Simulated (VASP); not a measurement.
# MgS (Fmmm) in VASP: further runs

MgS is run at these levels: PBEsol; tasks: single point.

All numbers are computed with VASP 6.6.1; they aren't measurements. Logs are shortened: lines on timing, memory, paths and dates and some standing lists are left out, and cuts for length are marked.

### 1 The cell of the first run

It takes space group Fmmm (No. 69, orthorhombic). The conventional cell has a = 4.521 Å, b = 5.203 Å, c = 5.886 Å, α = 90.00°, β = 90.00°, γ = 90.00°. Within 3.0 Å of Mg (site symmetry mmm) lie 6 S at 2.26 to 2.94 Å. S (site symmetry mmm) has 6 Mg at 2.26 to 2.94 Å within 3.0 Å.

### 2 Single point, PBEsol (strain +0.1312 x Voigt [1, -1, 0, 0, 0, 0])

INCAR

```
SYSTEM = MgS
  ALGO = Normal
  EDIFF = 1E-6
  ENCUT = 520
  GGA = PS
  ISIF = 2
  ISMEAR = 0
  LASPH = .TRUE.
  LCHARG = .TRUE.
  LELF = .TRUE.
  LREAL = .FALSE.
  LVHAR = .TRUE.
  LWAVE = .FALSE.
  NBANDS = 11
  NELM = 100
  PREC = Accurate
  SIGMA = 0.05
```

KPOINTS

```
k-points
0
G
  8 8 8
  0 0 0
```

POSCAR

```
MgS
1.0
    0.0000000000      2.2603135200      2.6016500000
    2.9429864800      0.0000000000      2.6016500000
    2.9429864800      2.2603135200      0.0000000000
Mg S
1 1
Direct
    0.0000000000      0.0000000000      0.0000000000
    0.5000000000      0.5000000000      0.5000000000
```

Potentials or basis: VASP PAW PBE potentials, release 64 (Mg, S).

On the command line:

```sh
cat potpaw_PBE.64/Mg/POTCAR potpaw_PBE.64/S/POTCAR > POTCAR
mpirun -np 1 vasp_std > vasp.out
```

OUTCAR:

```text
SYSTEM = MgS
   EDIFF = 1E-6
   ENCUT = 520
   GGA = PS
   ISIF = 2
   ISMEAR = 0
   LASPH = .TRUE.
   LREAL = .FALSE.
   NELM = 100
   PREC = Accurate

 ion  position               nearest neighbor table
   1  0.000  0.000  0.000-   2 2.26   2 2.26   2 2.60   2 2.60   2 2.94   2 2.94
   2  0.500  0.500  0.500-   1 2.26   1 2.26   1 2.60   1 2.60   1 2.94   1 2.94

  LATTYP: Found a face centered orthorhombic cell.
 ALAT       =     4.5206270400
 B/A-ratio  =     1.1510128913
 C/A-ratio  =     1.3020257827

  Lattice vectors:

 A1 = (  -2.9429864800,   0.0000000000,  -2.6016500000)
 A2 = (  -2.9429864800,   2.2603135200,   0.0000000000)
 A3 = (   0.0000000000,   2.2603135200,  -2.6016500000)

Analysis of symmetry for initial positions (statically):
=====================================================================
 Subroutine PRICEL returns:
 Original cell was already a primitive cell.

 Routine SETGRP: Setting up the symmetry group for a
 face centered orthorhombic supercell.

 Subroutine GETGRP returns: Found  8 space group operations
 (whereof  8 operations were pure point group operations)
 out of a pool of  8 trial point group operations.

The static configuration has the point symmetry D_2h.

Analysis of symmetry for dynamics (positions and initial velocities):
=====================================================================
 Subroutine PRICEL returns:
 Original cell was already a primitive cell.

 Routine SETGRP: Setting up the symmetry group for a
 face centered orthorhombic supercell.

 Subroutine GETGRP returns: Found  8 space group operations
 (whereof  8 operations were pure point group operations)
 out of a pool of  8 trial point group operations.

The dynamic configuration has the point symmetry D_2h.

 Subroutine INISYM returns: Found  8 space group operations
 (whereof  8 operations are pure point group operations),
 and found     1 'primitive' translations

----------------------------------------------------------------------------------------

                                     Primitive cell

  volume of cell :      34.6127

  direct lattice vectors                    reciprocal lattice vectors
     0.000000000  2.260313520  2.601650000    -0.169895446  0.221208251  0.192185728
     2.942986480  0.000000000  2.601650000     0.169895446 -0.221208251  0.192185728
     2.942986480  2.260313520  0.000000000     0.169895446  0.221208251 -0.192185728

  length of vectors
     3.446389405  3.928072319  3.710820210     0.338722463  0.338722463  0.338722463

  position of ions in fractional coordinates (direct lattice)
     0.000000000  0.000000000  0.000000000
     0.500000000  0.500000000  0.500000000

  ion indices of the primitive-cell ions
   primitive index   ion index
                 1           1
                 2           2

----------------------------------------------------------------------------------------

 KPOINTS: k-points

Automatic generation of k-mesh.
 Grid dimensions read from file:
 generate k-points for:    8    8    8

 Generating k-lattice:

  Cartesian coordinates                     Fractional coordinates (reciprocal lattice)
    -0.021236931  0.027651031  0.024023216     0.125000000  0.000000000  0.000000000
     0.021236931 -0.027651031  0.024023216     0.000000000  0.125000000  0.000000000
     0.021236931  0.027651031 -0.024023216     0.000000000  0.000000000  0.125000000

  Length of vectors
     0.042340308  0.042340308  0.042340308

  Shift w.r.t. Gamma in fractional coordinates (k-lattice)
     0.000000000  0.000000000  0.000000000

 Subroutine IBZKPT returns following result:
 ===========================================

 Found     95 irreducible k-points:

 Following reciprocal coordinates:
            Coordinates               Weight
  0.000000  0.000000  0.000000      1.000000
  0.125000  0.000000  0.000000      8.000000
  0.250000  0.000000  0.000000      8.000000
  0.375000  0.000000  0.000000      8.000000
  0.500000  0.000000  0.000000      4.000000
  0.125000  0.125000  0.000000      2.000000
[... 16 lines left out ...]
  0.250000  0.000000  0.125000      8.000000
  0.375000  0.000000  0.125000      8.000000
 [... further k-points ...]
   k-points           NKPTS =     95   k-points in BZ     NKDIM =     95   number of bands    NBANDS=     11
   number of dos      NEDOS =    301   number of ions     NIONS =      2
   total plane-waves  NPLWV =  23520
   dimension x,y,z NGX =    28 NGY =   30 NGZ =   28
   dimension x,y,z NGXF=    56 NGYF=   60 NGZF=   56
   ions per type =               1   1
   NGX,Y,Z   is equivalent  to a cutoff of  13.51, 12.70, 12.54 a.u.
   NGXF,Y,Z  is equivalent  to a cutoff of  27.01, 25.39, 25.09 a.u.
 SYSTEM =  MgS
   PREC   = accura    normal or accurate (medium, high low for compatibility)
   ISTART =      0    job   : 0-new  1-cont  2-samecut
   ICHARG =      2    charge: 1-file 2-atom 10-const
   ISPIN  =      1    spin polarized calculation?
   LNONCOLLINEAR =      F non collinear calculations
   LSORBIT =      F    spin-orbit coupling
   LASPH  =      T    aspherical Exc in radial PAW
   ENCUT  =  520.0 eV  38.22 Ry    6.18 a.u.   6.41  7.30  6.90*2*pi/ulx,y,z
   NELM   =    100;   NELMIN=  2; NELMDL= -5     # of ELM steps
   EDIFF  = 0.1E-05   stopping-criterion for ELM
   LREAL  =      F    real-space projection
   EDIFFG = 0.1E-04   stopping-criterion for IOM
   NSW    =      0    number of steps for IOM
   IBRION =     -1    ionic relax: 0-MD 1-quasi-New 2-CG
   NFREE  =      0    steps in history (QN), initial steepest desc. (CG)
   ISIF   =      2    stress and relaxation
   ISYM   =      2    0-nonsym 1-usesym 2-fastsym
   POTIM  = 0.5000    time-step for ionic-motion
   TEBEG  =    0.0;   TEEND  =   0.0 temperature during run
   PSTRESS=    0.0 pullay stress
   NELECT =       8.0000    total number of electrons
   NUPDOWN=      -1.0000    fix difference up-down
   EMIN   =  10.00;   EMAX   =-10.00  energy-range for DOS
   EFERMI =   0.00;   METHOD = LEGACY
   ISMEAR =     0;   SIGMA  =   0.05  broadening in eV -4-tet -1-fermi 0-gaus
   EFERMI_NEDOS =   21; number of points for ismear=-14 and -15
   IALGO  =     38    algorithm
   IMIX   =      4    mixing-type and parameters
     AMIX     =   0.40;   BMIX     =  1.00
     AMIX_MAG =   1.60;   BMIX_MAG =  1.00
  volume/ion in A,a.u.               =      17.31       116.79
  Fermi-wavevector in a.u.,A,eV,Ry     =   1.004676  1.898563 13.733377  1.009375
  Thomas-Fermi vector in A             =   2.137307
   LORBIT       =      0    0 simple, 1 ext, 2 COOP (PROOUT), +10 PAW based schemes
   GGA     = PS    functional components
   LHFCALC =     F    Hartree Fock is set to
   AEXX    =    0.0000 exact exchange contribution
   IVDW    =     0    specifies the selected vdW correction
   LEPSILON=     F    determine dielectric tensor
   LRPA    =     F    only Hartree local field effects (RPA)
 non-spin polarized calculation
 Gauss-broadening in eV      SIGMA  =   0.05
  energy-cutoff  :      520.00
  volume of cell :       34.61
 maximum number of plane-waves:       951
 NGX is ok and might be reduce to    28
   NGX = 13   NGY = 15   NGZ = 13

 number of electron       8.0000000 magnetization

 Free energy of the ion-electron system (eV)
  ---------------------------------------------------
  ext. energy  EPLUGINS =         0.00000000
  ---------------------------------------------------
  free energy    TOTEN  =        -8.58037980 eV

  energy without entropy =       -8.58037980  energy(sigma->0) =       -8.58037980

 E-fermi :   4.2602     XC(G=0):  -9.8369

 val. band max:        3.9859278901   @ k =   0.0000   0.0000   0.0000
 cond. band min:       6.4776668514   @ k =   0.5000   0.0000   0.5000
 fundamental gap:      2.4917389613
 Fermi energy:         4.2601978026

 k-point     1 :       0.0000    0.0000    0.0000
  band No.  band energies     occupation
      1      -9.1154      2.00000
      2       3.0996      2.00000
      3       3.9337      2.00000
      4       3.9859      2.00000
      5       7.4149      0.00000
      6      10.5975      0.00000
      7      11.9281      0.00000
      8      12.5196      0.00000
      9      13.3461      0.00000
     10      14.4800      0.00000
     11      15.4086      0.00000

 k-point     2 :       0.1250    0.0000    0.0000
  band No.  band energies     occupation
      1      -8.9553      2.00000
      2       2.4179      2.00000
      3       3.5613      2.00000
      4       3.7441      2.00000
      5       8.1824      0.00000
      6      10.9320      0.00000
      7      11.3288      0.00000
      8      12.6614      0.00000
      9      13.0568      0.00000
     10      14.4067      0.00000
     11      15.7835      0.00000

 k-point     3 :       0.2500    0.0000    0.0000
  band No.  band energies     occupation
      1      -8.5209      2.00000
      2       0.7547      2.00000
      3       3.2171      2.00000
      4       3.4640      2.00000
      5       8.4917      0.00000
      6      10.4772      0.00000
      7      11.8064      0.00000
      8      13.1360      0.00000
      9      14.1755      0.00000
     10      14.3252      0.00000
     11      16.6754      0.00000
[... 267 lines left out ...]
 k-point    23 :       0.2500    0.0000    0.1250
  band No.  band energies     occupation
      1      -8.4358      2.00000
      2       0.8545      2.00000
      3       2.8795      2.00000
      4       3.2102      2.00000
      5       9.0242      0.00000
      6      10.5553      0.00000
      7      11.4696      0.00000
      8      12.6207      0.00000
      9      13.7533      0.00000
     10      14.5616      0.00000
     11      17.6868      0.00000

 k-point    24 :       0.3750    0.0000    0.1250
  band No.  band energies     occupation
      1      -7.9224      2.00000
      2      -0.4708      2.00000
      3       2.6521      2.00000
      4       2.8735      2.00000
      5       8.5108      0.00000
      6      10.8445      0.00000
      7      11.4832      0.00000
      8      12.3783      0.00000
      9      14.7688      0.00000
     10      17.1659      0.00000
     11      18.1996      0.00000

 [... further k-points ...]

------------------------ aborting loop because EDIFF is reached ----------------------------------------

  FORCE on cell =-STRESS in cart. coord.  units (eV):
  Direction    XX          YY          ZZ          XY          YZ          ZX
  --------------------------------------------------------------------------------------
  -------------------------------------------------------------------------------------
  Total       -1.3338904      6.9532590      0.5183563      0.0000000      0.0000000      0.0000000
  in kB      -61.7440219    321.8571595     23.9940283      0.0000000      0.0000000      0.0000000
  external PRESSURE =      94.7023886 kB  Pullay stress =       0.0000000 kB

 VOLUME and BASIS-vectors are now :
 -----------------------------------------------------------------------------
  energy-cutoff  :      520.00
  volume of cell :       34.61
      direct lattice vectors                 reciprocal lattice vectors
     0.000000000  2.260313520  2.601650000    -0.169895446  0.221208251  0.192185728
     2.942986480  0.000000000  2.601650000     0.169895446 -0.221208251  0.192185728
     2.942986480  2.260313520  0.000000000     0.169895446  0.221208251 -0.192185728

 POSITION                                       TOTAL-FORCE (eV/Angst)
 -----------------------------------------------------------------------------------
      0.00000      0.00000      0.00000         0.000000     -0.000000     -0.000000
      2.94299      2.26031      2.60165        -0.000000      0.000000      0.000000
 -----------------------------------------------------------------------------------
    total drift:                                0.000000      0.000000      0.000000

  FREE ENERGIE OF THE ION-ELECTRON SYSTEM (eV)
  ---------------------------------------------------
  free  energy   TOTEN  =        -8.5803798007 eV

  energy  without entropy=       -8.5803798007  energy(sigma->0) =       -8.58037980
```

Wall time 35 s (1 thread of Intel Xeon Platinum 8259CL at 2.50GHz (Skylake/Cascade Lake), shared host); peak memory 0.18 GiB.

Results:

- Free energy: -8.5804 eV
- Pressure: 9.5 GPa
- Band gap on the k mesh: 2.49 eV, indirect (least direct gap 3.43 eV)

Stress tensor (GPa, compression positive):
```
-6.17  0.00  0.00
 0.00 32.19  0.00
 0.00  0.00  2.40
```

Levels at points of the mesh, in eV from the valence-band top:
| k point | band 1 | band 2 | band 3 | band 4 | band 5 | band 6 | band 7 | band 8 | band 9 |
| --- | --- | --- | --- | --- | --- | --- | --- | --- | --- |
| (0.00, 0.00, 0.00) | -13.10 | -0.89 | -0.05 | 0.00 | 3.43 | 6.61 | 7.94 | 8.53 | 9.36 |
| (0.50, 0.00, 0.00) | -11.71 | -5.27 | -1.27 | -0.65 | 3.74 | 5.92 | 8.73 | 10.06 | 11.90 |
| (0.50, 0.50, 0.00) | -11.30 | -4.67 | -2.88 | -0.79 | 2.88 | 4.43 | 10.21 | 11.37 | 11.39 |
| (0.50, 0.00, 0.50) | -10.96 | -4.29 | -3.10 | -2.00 | 2.49 | 3.59 | 11.17 | 12.63 | 12.72 |
| (0.00, 0.50, 0.50) | -11.92 | -4.66 | -1.91 | -0.77 | 3.77 | 4.57 | 10.46 | 12.12 | 12.44 |

Caveat: the cell differs from its parent crystal (strain +0.1312 x Voigt [1, -1, 0, 0, 0, 0]); the PAW data sets were made with another functional, which shifts forces and pressure a little. A k mesh can miss the band edges.

### 3 Single point, PBEsol (strain +0.0937 x Voigt [1, -1, 0, 0, 0, 0])

INCAR

```
SYSTEM = MgS
ALGO = Normal ; EDIFF = 1E-7
ENCUT = 520 ; GGA = PS
ISIF = 2 ; ISMEAR = 0
LASPH = .True. ; LCHARG = .False.
LREAL = .False. ; LWAVE = .False.
NBANDS = 11 ; NELM = 100
PREC = Accurate ; SIGMA = 0.05
```

KPOINTS

```
k-points
0
Gamma
  8 8 8
  0 0 0
```

POSCAR

```
MgS
1.0
    0.0000000000      2.3578753950      2.6016500000
    2.8454246050      0.0000000000      2.6016500000
    2.8454246050      2.3578753950      0.0000000000
Mg S
1 1
Direct
    0.0000000000      0.0000000000      0.0000000000
    0.5000000000      0.5000000000      0.5000000000
```

Potentials or basis: VASP PAW PBE potentials, release 64 (Mg, S).

On the command line:

```sh
cat potpaw_PBE.64/Mg/POTCAR potpaw_PBE.64/S/POTCAR > POTCAR
mpirun -np 1 vasp_std > vasp.out
```

It took 33 s on 1 thread of Intel Xeon Platinum 8259CL at 2.50GHz (Skylake/Cascade Lake), shared host; peak memory 0.18 GiB.

Results (log left out):

| Item | Value |
| --- | --- |
| Free energy | -8.8486 eV |
| Pressure | 4.0 GPa |
| Band gap on the k mesh | 2.34 eV, indirect (least direct gap 3.41 eV) |

Stress tensor (GPa, compression positive):
```
-6.02  0.00  0.00
 0.00 17.36  0.00
 0.00  0.00  0.69
```

Levels at points of the mesh, in eV from the valence-band top:
| k point | band 1 | band 2 | band 3 | band 4 | band 5 | band 6 | band 7 | band 8 | band 9 |
| --- | --- | --- | --- | --- | --- | --- | --- | --- | --- |
| (0.00, 0.00, 0.00) | -13.01 | -0.70 | -0.11 | 0.00 | 3.41 | 6.83 | 7.79 | 8.78 | 8.94 |
| (0.50, 0.00, 0.00) | -11.65 | -5.20 | -1.12 | -0.67 | 3.91 | 6.04 | 7.93 | 10.01 | 11.78 |
| (0.50, 0.50, 0.00) | -11.25 | -4.58 | -2.66 | -1.10 | 2.68 | 4.23 | 10.83 | 11.51 | 11.89 |
| (0.50, 0.00, 0.50) | -10.98 | -4.36 | -2.76 | -1.97 | 2.34 | 3.71 | 11.53 | 12.48 | 12.85 |
| (0.00, 0.50, 0.50) | -11.68 | -4.60 | -1.93 | -1.11 | 3.28 | 4.39 | 10.74 | 12.28 | 12.54 |

Caveat: the cell differs from its parent crystal (strain +0.0937 x Voigt [1, -1, 0, 0, 0, 0]); the PAW data sets were made with another functional, which shifts forces and pressure a little. A k mesh can miss the band edges.
